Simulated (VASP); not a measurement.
# BaF2 (Fm-3m) in VASP: single point with HSE06

Aim: the single point of BaF2 with HSE06.

Everything below comes from runs of VASP 6.6.1. Logs are shortened: lines on timing, memory, paths and dates and some standing lists are left out, and cuts for length are marked.

## (1) The cell of the first run

The structure is cubic, space group Fm-3m (No. 225). The conventional cell has a = 6.194 Å, b = 6.194 Å, c = 6.194 Å, α = 90.00°, β = 90.00°, γ = 90.00°. Within 3.5 Å of Ba (site symmetry m-3m) lie 8 F at 2.68 Å. F (site symmetry -43m) has 4 Ba at 2.68 Å and 6 F at 3.10 Å within 3.5 Å.

## (2) Single point, HSE06

POSCAR reads:

```
BaF2
1.0
    0.0000000000      3.0971615099      3.0971615099
    3.0971615099      0.0000000000      3.0971615099
    3.0971615099      3.0971615099      0.0000000000
Ba F
1 2
Direct
    0.0000000000      0.0000000000      0.0000000000
    0.7500000000      0.7500000000      0.7500000000
    0.2500000000      0.2500000000      0.2500000000
```

INCAR.step1 reads:

```
SYSTEM = BaF2
ALGO = Normal
EDIFF = 1E-5
ENCUT = 520
GGA = PE
GGA_COMPAT = .FALSE.
ISIF = 2
ISMEAR = 0
KPAR = 4
LASPH = .TRUE.
LCHARG = .FALSE.
LREAL = .FALSE.
LWAVE = .TRUE.
NBANDS = 19
NELM = 120
PREC = Accurate
SIGMA = 0.01
```

INCAR.step2 reads:

```
SYSTEM = BaF2
ALGO = Normal
EDIFF = 1E-6
ENCUT = 520
GGA = PE
GGA_COMPAT = .FALSE.
HFSCREEN = 0.2079
ISIF = 2
ISMEAR = 0
ISTART = 1
KPAR = 4
LASPH = .TRUE.
LCHARG = .FALSE.
LHFCALC = .TRUE.
LREAL = .FALSE.
LWAVE = .FALSE.
NBANDS = 19
NELM = 120
PREC = Accurate
PRECFOCK = Normal
SIGMA = 0.01
```

KPOINTS reads:

```
k-points
0
G
  6 6 6
  0 0 0
```

Potentials or basis: VASP PAW PBE potentials, release 64 (Ba_sv, F).

The run is started by

```bash
cat potpaw_PBE.64/Ba_sv/POTCAR potpaw_PBE.64/F/POTCAR > POTCAR
cp INCAR.step1 INCAR
mpirun -np 4 vasp_std > vasp.out
cp INCAR.step2 INCAR
mpirun -np 4 vasp_std > vasp.out
```

OUTCAR:

```text
SYSTEM = BaF2
   EDIFF = 1E-6
   ENCUT = 520
   GGA = PE
   HFSCREEN = 0.2079
   ISIF = 2
   ISMEAR = 0
   ISTART = 1
   LASPH = .TRUE.
   LHFCALC = .TRUE.
   LREAL = .FALSE.
   NELM = 120
   PREC = Accurate
   PRECFOCK = Normal

 ion  position               nearest neighbor table
   1  0.000  0.000  0.000-   2 2.68   3 2.68   2 2.68   2 2.68   2 2.68   3 2.68   3 2.68   3 2.68

   2  0.750  0.750  0.750-   1 2.68   1 2.68   1 2.68   1 2.68
   3  0.250  0.250  0.250-   1 2.68   1 2.68   1 2.68   1 2.68

  LATTYP: Found a face centered cubic cell.
 ALAT       =     6.1943230198

  Lattice vectors:

 A1 = (   0.0000000000,   3.0971615099,   3.0971615099)
 A2 = (   3.0971615099,   0.0000000000,   3.0971615099)
 A3 = (   3.0971615099,   3.0971615099,   0.0000000000)

Analysis of symmetry for initial positions (statically):
=====================================================================
 Subroutine PRICEL returns:
 Original cell was already a primitive cell.

 Routine SETGRP: Setting up the symmetry group for a
 face centered cubic supercell.

 Subroutine GETGRP returns: Found 48 space group operations
 (whereof 48 operations were pure point group operations)
 out of a pool of 48 trial point group operations.

The static configuration has the point symmetry O_h .

Analysis of symmetry for dynamics (positions and initial velocities):
=====================================================================
 Subroutine PRICEL returns:
 Original cell was already a primitive cell.

 Routine SETGRP: Setting up the symmetry group for a
 face centered cubic supercell.

 Subroutine GETGRP returns: Found 48 space group operations
 (whereof 48 operations were pure point group operations)
 out of a pool of 48 trial point group operations.

The dynamic configuration has the point symmetry O_h .

 Subroutine INISYM returns: Found 48 space group operations
 (whereof 48 operations are pure point group operations),
 and found     1 'primitive' translations

----------------------------------------------------------------------------------------

                                     Primitive cell

  volume of cell :      59.4185

  direct lattice vectors                    reciprocal lattice vectors
     0.000000000  3.097161510  3.097161510    -0.161438142  0.161438142  0.161438142
     3.097161510  0.000000000  3.097161510     0.161438142 -0.161438142  0.161438142
     3.097161510  3.097161510  0.000000000     0.161438142  0.161438142 -0.161438142

  length of vectors
     4.380047812  4.380047812  4.380047812     0.279619064  0.279619064  0.279619064

  position of ions in fractional coordinates (direct lattice)
     0.000000000  0.000000000  0.000000000
     0.750000000  0.750000000  0.750000000
     0.250000000  0.250000000  0.250000000

  ion indices of the primitive-cell ions
   primitive index   ion index
                 1           1
                 2           2
                 3           3

----------------------------------------------------------------------------------------

 KPOINTS: k-points

Automatic generation of k-mesh.
 Grid dimensions read from file:
 generate k-points for:    6    6    6

 Generating k-lattice:

  Cartesian coordinates                     Fractional coordinates (reciprocal lattice)
    -0.026906357  0.026906357  0.026906357     0.166666667  0.000000000  0.000000000
     0.026906357 -0.026906357  0.026906357     0.000000000  0.166666667  0.000000000
     0.026906357  0.026906357 -0.026906357     0.000000000  0.000000000  0.166666667

  Length of vectors
     0.046603177  0.046603177  0.046603177

  Shift w.r.t. Gamma in fractional coordinates (k-lattice)
     0.000000000  0.000000000  0.000000000

 Subroutine IBZKPT returns following result:
 ===========================================

 Found     16 irreducible k-points:

 Following reciprocal coordinates:
            Coordinates               Weight
  0.000000  0.000000  0.000000      1.000000
  0.166667  0.000000  0.000000      8.000000
  0.333333  0.000000  0.000000      8.000000
  0.500000  0.000000  0.000000      4.000000
  0.166667  0.166667  0.000000      6.000000
  0.333333  0.166667  0.000000     24.000000
[... 8 lines left out ...]
 -0.333333  0.333333  0.166667     24.000000
 -0.333333  0.500000  0.166667     12.000000
   k-points           NKPTS =     16   k-points in BZ     NKDIM =    216   number of bands    NBANDS=     19
   number of dos      NEDOS =    301   number of ions     NIONS =      3
   total plane-waves  NPLWV =  46656
   dimension x,y,z NGX =    36 NGY =   36 NGZ =   36
   dimension x,y,z NGXF=    72 NGYF=   72 NGZF=   72
   ions per type =               1   2
   NGX,Y,Z   is equivalent  to a cutoff of  13.66, 13.66, 13.66 a.u.
   NGXF,Y,Z  is equivalent  to a cutoff of  27.33, 27.33, 27.33 a.u.
 SYSTEM =  BaF2
   PREC   = accura    normal or accurate (medium, high low for compatibility)
   ISTART =      1    job   : 0-new  1-cont  2-samecut
   ICHARG =      0    charge: 1-file 2-atom 10-const
   ISPIN  =      1    spin polarized calculation?
   LNONCOLLINEAR =      F non collinear calculations
   LSORBIT =      F    spin-orbit coupling
   LASPH  =      T    aspherical Exc in radial PAW
   ENCUT  =  520.0 eV  38.22 Ry    6.18 a.u.   8.14  8.14  8.14*2*pi/ulx,y,z
   NELM   =    120;   NELMIN=  2; NELMDL=  0     # of ELM steps
   EDIFF  = 0.1E-05   stopping-criterion for ELM
   LREAL  =      F    real-space projection
   EDIFFG = 0.1E-04   stopping-criterion for IOM
   NSW    =      0    number of steps for IOM
   IBRION =     -1    ionic relax: 0-MD 1-quasi-New 2-CG
   NFREE  =      0    steps in history (QN), initial steepest desc. (CG)
   ISIF   =      2    stress and relaxation
   ISYM   =      3    0-nonsym 1-usesym 2-fastsym
   POTIM  = 0.5000    time-step for ionic-motion
   TEBEG  =    0.0;   TEEND  =   0.0 temperature during run
   PSTRESS=    0.0 pullay stress
   NELECT =      24.0000    total number of electrons
   NUPDOWN=      -1.0000    fix difference up-down
   EMIN   =  10.00;   EMAX   =-10.00  energy-range for DOS
   EFERMI =   0.00;   METHOD = LEGACY
   ISMEAR =     0;   SIGMA  =   0.01  broadening in eV -4-tet -1-fermi 0-gaus
   EFERMI_NEDOS =   21; number of points for ismear=-14 and -15
   IALGO  =     38    algorithm
   IMIX   =      1    mixing-type and parameters
     AMIX     =   0.40;   BMIX     =  1.00
     AMIX_MAG =   1.60;   BMIX_MAG =  1.00
  volume/ion in A,a.u.               =      19.81       133.66
  Fermi-wavevector in a.u.,A,eV,Ry     =   1.210147  2.286846 19.925124  1.464455
  Thomas-Fermi vector in A             =   2.345702
   LORBIT       =      0    0 simple, 1 ext, 2 COOP (PROOUT), +10 PAW based schemes
   GGA     = PE    functional components
   LHFCALC =     T    Hartree Fock is set to
   PRECFOCK=normal    Normal, Fast or Accurate (Low or Medium for compatibility)
   ENCUT4O =  -1.0   cutoff for four orbital integrals eV
   NKREDX  =     1    reduce k-point grid by
   NKREDY  =     1    reduce k-point grid by
   NKREDZ  =     1    reduce k-point grid by
   AEXX    =    0.2500 exact exchange contribution
   HFSCREEN=    0.2079 screening length (either q_TF or 0.3 A-1)
   HFSCREENC=   0.2079 screening length for correlation (either q_TF or 0.3 A-1)
   ENCUTFOCK=  -1.0 apply spherical cutoff to Coloumb kernel
   IVDW    =     0    specifies the selected vdW correction
   LEPSILON=     F    determine dielectric tensor
   LRPA    =     F    only Hartree local field effects (RPA)
 non-spin polarized calculation
 Gauss-broadening in eV      SIGMA  =   0.01
  energy-cutoff  :      520.00
  volume of cell :       59.42
 maximum number of plane-waves:      1639
 NGX is ok and might be reduce to    36
  NGX = 28; NGY = 28; NGZ = 28

 number of electron      24.0000001 magnetization

 Free energy of the ion-electron system (eV)
  ---------------------------------------------------
  ext. energy  EPLUGINS =         0.00000000
  ---------------------------------------------------
  free energy    TOTEN  =       -20.37461755 eV

  energy without entropy =      -20.37461755  energy(sigma->0) =      -20.37461755

 E-fermi :  -3.5564     XC(G=0):  -7.1947

 val. band max:       -3.6303230072   @ k =  -0.1667   0.1667   0.0000
 cond. band min:       5.0883953762   @ k =   0.0000   0.0000   0.0000
 fundamental gap:      8.7187183834
 Fermi energy:        -3.5564287603

 k-point     1 :       0.0000    0.0000    0.0000
  band No.  band energies     occupation
      1     -27.6758      2.00000
      2     -24.1499      2.00000
      3     -23.9900      2.00000
      4     -11.3622      2.00000
      5     -11.3622      2.00000
      6     -11.3622      2.00000
[... 11 lines left out ...]
     18      10.0635      0.00000
     19      13.9225      0.00000

 k-point     2 :       0.1667    0.0000    0.0000
  band No.  band energies     occupation
      1     -27.6081      2.00000
      2     -24.1774      2.00000
      3     -24.0683      2.00000
      4     -11.4187      2.00000
      5     -11.4123      2.00000
      6     -11.4123      2.00000
[... 11 lines left out ...]
     18      10.0867      0.00000
     19      12.8615      0.00000

 k-point     3 :       0.3333    0.0000    0.0000
  band No.  band energies     occupation
      1     -27.4613      2.00000
      2     -24.2999      2.00000
      3     -24.1722      2.00000
      4     -11.5130      2.00000
      5     -11.5080      2.00000
      6     -11.5080      2.00000
[... 11 lines left out ...]
     18      10.1718      0.00000
     19      12.0392      0.00000

 k-point     4 :       0.5000    0.0000    0.0000
  band No.  band energies     occupation
      1     -27.3808      2.00000
      2     -24.3941      2.00000
      3     -24.1973      2.00000
      4     -11.5537      2.00000
      5     -11.5537      2.00000
      6     -11.5524      2.00000
[... 11 lines left out ...]
     18      10.2416      0.00000
     19      12.5943      0.00000

 k-point     5 :       0.1667    0.1667    0.0000
  band No.  band energies     occupation
      1     -27.5851      2.00000
      2     -24.1819      2.00000
      3     -24.0999      2.00000
      4     -11.4876      2.00000
      5     -11.4876      2.00000
      6     -11.3190      2.00000
[... 11 lines left out ...]
     18      10.1691      0.00000
     19      13.9931      0.00000

 k-point     6 :       0.3333    0.1667    0.0000
  band No.  band energies     occupation
      1     -27.4626      2.00000
      2     -24.2590      2.00000
      3     -24.2107      2.00000
      4     -11.5936      2.00000
      5     -11.5936      2.00000
      6     -11.3461      2.00000
[... 11 lines left out ...]
     18      10.3210      0.00000
     19      12.6547      0.00000

 k-point     7 :       0.5000    0.1667    0.0000
  band No.  band energies     occupation
      1     -27.3551      2.00000
      2     -24.3803      2.00000
      3     -24.2497      2.00000
      4     -11.6285      2.00000
      5     -11.6261      2.00000
      6     -11.4582      2.00000
[... 11 lines left out ...]
     18      10.6103      0.00000
     19      12.5103      0.00000

 k-point     8 :      -0.3333    0.1667    0.0000
  band No.  band energies     occupation
      1     -27.3827      2.00000
      2     -24.3441      2.00000
      3     -24.2457      2.00000
      4     -11.5688      2.00000
      5     -11.5563      2.00000
      6     -11.5456      2.00000
[... 80 lines left out ...]
 k-point    12 :      -0.3333    0.3333    0.0000
  band No.  band energies     occupation
      1     -27.3001      2.00000
      2     -24.3803      2.00000
      3     -24.3305      2.00000
      4     -11.6963      2.00000
      5     -11.6847      2.00000
      6     -11.4254      2.00000
[... 11 lines left out ...]
     18      11.9076      0.00000
     19      13.2733      0.00000

 k-point    13 :       0.5000    0.5000    0.0000
  band No.  band energies     occupation
      1     -27.2719      2.00000
      2     -24.4706      2.00000
      3     -24.2778      2.00000
      4     -11.8287      2.00000
      5     -11.8287      2.00000
      6     -11.1705      2.00000
[... 11 lines left out ...]
     18      11.4508      0.00000
     19      13.5819      0.00000

 k-point    14 :       0.5000    0.3333    0.1667
  band No.  band energies     occupation
      1     -27.3566      2.00000
      2     -24.3364      2.00000
      3     -24.2917      2.00000
      4     -11.7181      2.00000
      5     -11.6178      2.00000
      6     -11.3805      2.00000
[... 11 lines left out ...]
     18      11.0584      0.00000
     19      13.0549      0.00000

 k-point    15 :      -0.3333    0.3333    0.1667
  band No.  band energies     occupation
      1     -27.3001      2.00000
      2     -24.3805      2.00000
      3     -24.3303      2.00000
      4     -11.7778      2.00000
      5     -11.5147      2.00000
      6     -11.5140      2.00000
[... 11 lines left out ...]
     18      11.9437      0.00000
     19      12.7150      0.00000

 k-point    16 :      -0.3333    0.5000    0.1667
  band No.  band energies     occupation
      1     -27.2718      2.00000
      2     -24.4237      2.00000
      3     -24.3275      2.00000
      4     -11.8434      2.00000
      5     -11.6652      2.00000
      6     -11.3360      2.00000
[... 11 lines left out ...]
     18      13.0877      0.00000
     19      13.4221      0.00000

------------------------ aborting loop because EDIFF is reached ----------------------------------------

  FORCE on cell =-STRESS in cart. coord.  units (eV):
  Direction    XX          YY          ZZ          XY          YZ          ZX
  --------------------------------------------------------------------------------------
  -------------------------------------------------------------------------------------
  Total        0.5162498      0.5162498      0.5162498     -0.0000000     -0.0000000      0.0000000
  in kB       13.9203104     13.9203104     13.9203104     -0.0000000     -0.0000000      0.0000000
  external PRESSURE =      13.9203104 kB  Pullay stress =       0.0000000 kB

 VOLUME and BASIS-vectors are now :
 -----------------------------------------------------------------------------
  energy-cutoff  :      520.00
  volume of cell :       59.42
      direct lattice vectors                 reciprocal lattice vectors
     0.000000000  3.097161510  3.097161510    -0.161438142  0.161438142  0.161438142
     3.097161510  0.000000000  3.097161510     0.161438142 -0.161438142  0.161438142
     3.097161510  3.097161510  0.000000000     0.161438142  0.161438142 -0.161438142

 POSITION                                       TOTAL-FORCE (eV/Angst)
 -----------------------------------------------------------------------------------
      0.00000      0.00000      0.00000         0.000000     -0.000000      0.000000
      4.64574      4.64574      4.64574        -0.000000     -0.000000     -0.000000
      1.54858      1.54858      1.54858         0.000000      0.000000     -0.000000
 -----------------------------------------------------------------------------------
    total drift:                                0.000001      0.000001      0.000001

  FREE ENERGIE OF THE ION-ELECTRON SYSTEM (eV)
  ---------------------------------------------------
  free  energy   TOTEN  =       -20.3746175495 eV

  energy  without entropy=      -20.3746175495  energy(sigma->0) =      -20.37461755
```

Run time: 24 min. Hardware: 4 MPI ranks of Intel Xeon Platinum 8488C (Sapphire Rapids), shared host; peak memory 0.31 GiB.

Results:

```yaml
Free_energy: -20.3746 eV
Pressure: 1.4 GPa
Band_gap_on_the_k_mesh: 8.72 eV (least direct gap 8.79 eV)
```

Caveat: the PAW data sets were made with another functional, which shifts forces and pressure a little; spin-orbit coupling is left out, which moves the levels of the heavy elements. A k mesh can miss the band edges.
